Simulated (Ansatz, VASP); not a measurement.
Two plane-wave programs on C

The input INCAR:

```
PREC     = Accurate       # precision mode
ENCUT    = 520            # plane-wave cutoff, eV
EDIFF    = 1E-6           # SCF threshold, eV
ISMEAR   = 0              # smearing method
SIGMA    = 0.03           # smearing width, eV
LREAL    = False          # projectors in reciprocal space
LASPH    = True           # aspherical terms in the spheres
NELM     = 60             # most SCF steps
ALGO     = Normal         # electronic algorithm
ISIF     = 2              # what is computed and relaxed
LWAVE    = False          # write WAVECAR
LCHARG   = True           # write CHGCAR
GGA      = CA             # functional
LELF     = True           # ELF
LVHAR    = True         
NBANDS   = 11             # bands
```

Contents of KPOINTS:

```
regular mesh
0
Gamma
  16 16 16
```

File POSCAR:

```
C
1.0
    0.0000000000      2.1484005097      3.3093529460
    1.2411264372      0.0000000000      3.3093529460
    1.2411264372      2.1484005097      0.0000000000
C
2
Direct
    0.1667065656      0.8332934344      0.1667065656
    0.8332934344      0.1667065656      0.8332934344
```

Input for Ansatz:

```yaml
crystal:
  lattice:
    - [0.0, 2.1484005097, 3.309352946]
    - [1.2411264372, 0.0, 3.309352946]
    - [1.2411264372, 2.1484005097, 0.0]
  atoms:
    - { symbol: C, position: [0.1667065656, 0.8332934344, 0.1667065656] }
    - { symbol: C, position: [0.8332934344, 0.1667065656, 0.8332934344] }
basis:
  ecutwfc: 420
kpoints:
  mp_grid: { grid: [16, 16, 16] }
hamiltonian:
  xc: lda
scf:
  occupations: { method: gaussian, width: 0.03 }
output:
  forces: true
  stress: true
  eigenvalues: true
```

Change from the starting cell: strain +0.015 along x and y, -0.015 along z, atoms carried along.

Alike in both runs: task single point; functional LDA; k mesh 16 × 16 × 16; occupations gaussian, width 0.03 eV; no spin polarisation.

|  | VASP | Ansatz |
| --- | --- | --- |
| version | VASP 6.6.1 | Ansatz 0.2.0 |
| potentials or method | VASP PAW LDA potentials, release 64 (C), cutoff 520 eV | scalar-relativistic, plane waves, PAW |
| valence electrons in the cell | 8 | 8 |

Ansatz gave:

| Property | Result |
| --- | --- |
| gap on the k mesh at the Fermi level (eV) | 0.08 |
| least direct gap on the mesh (eV) | 0.11 |
| pressure (GPa) | -12.0 |
| traceless stress, the component that is largest in VASP (GPa) | 12.78 |
| rms of the force components (eV/Å) | 0.016 |

Q: Which values does VASP return?

A: gap on the k mesh at the Fermi level (eV): 0.07; least direct gap on the mesh (eV): 0.11; pressure (GPa): -11.3; traceless stress, the component that is largest in VASP (GPa): 11.88; rms of the force components (eV/Å): 0.016.

LDA's correlation is that of Perdew and Zunger in VASP and of Perdew and Wang (1992) in Ansatz. Atom by atom the forces differ by 0.000 eV/Å (rms over components).
